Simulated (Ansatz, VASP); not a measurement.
Two plane-wave programs on WSe2

```
W Se
1.0
     3.32049    0.00000    0.00000
    -1.66024    2.87563    0.00000
     0.00000    0.00000   24.85104
W Se
2 4
Direct
  0.66667 0.33333 0.15333
  0.33333 0.66667 0.84667
  0.33333 0.66667 0.22085
  0.66667 0.33333 0.91421
  0.33333 0.66667 0.08579
  0.66667 0.33333 0.77915
```

Alike in both runs: functional PBE; k mesh 12 × 12 × 2; occupations gaussian, width 0.02 eV; no spin polarisation.

Ansatz relaxed the structure, and its values are those at the end. VASP's run is a single point on that final structure, the one shown.

```csv
,VASP,Ansatz
version,VASP 6.6.1,Ansatz 0.2.0
potentials or method,"VASP PAW PBE potentials, release 64 (W_sv, Se), cutoff 520 eV","scalar-relativistic, plane waves, PAW"
valence electrons in the cell,52,92
```

VASP gave:

* gap on the k mesh at the Fermi level (eV): 1.54
* least direct gap on the mesh (eV): 1.54
* rms of the force components (eV/Å): 0.021

Q: What did Ansatz give for the same quantities?

A: gap on the k mesh at the Fermi level (eV): 1.54; least direct gap on the mesh (eV): 1.54; rms of the force components (eV/Å): 0.000.

VASP's potentials hold 52 valence electrons a cell and Ansatz's 92, so a difference there can come from the potentials and not from the codes.

Neither program's run includes spin-orbit coupling.
